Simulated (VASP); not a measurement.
Runs of VASP 6.6.1 on HfO2. The structure is that of space group P4_2/nmc (No. 137), or close to it. The cells are those of the table. 

```csv
task,level,cell,cutoff (eV),gap on the mesh (eV),pressure (GPa),relaxed volume (Å³/atom),largest force (eV/Å)
single point,PBEsol,"a = 3.567, b = 3.567, c = 5.166 Å, 6 atoms",520,4.57,(a),-,0.03
single point,r2SCAN,"a = 3.577, b = 3.577, c = 5.202 Å, 6 atoms",520,5.24,(b),-,0.07
relaxation of cell and atoms,PBE,"relaxed from a = 3.600, b = 3.600, c = 5.225 Å, 6 atoms",600,4.69,0.0,11.21,-
relaxation of cell and atoms,PBEsol,"relaxed from a = 3.604, b = 3.604, c = 5.264 Å, 6 atoms",600,4.58,0.0,(c),-
single point,PBE,"a = 3.604, b = 3.604, c = 5.264 Å, 6 atoms",520,4.65,-3.1,-,0.05
```

Alike in all rows: potentials or basis VASP PAW PBE potentials, release 64 (Hf_pv, O); no spin polarisation; k mesh 6 × 6 × 4; smearing fermi-dirac 0.02 eV.

Question: Estimate the missing entries.

Answer: (a) -3.3; (b) -3.6; (c) 10.78.

Caveats: spin-orbit coupling is left out, which moves the levels of the heavy elements; the PAW data sets were made with another functional, which shifts forces and pressure a little (some runs).

A k mesh can miss the band edges, and the runs leave out spin-orbit coupling on Hf.
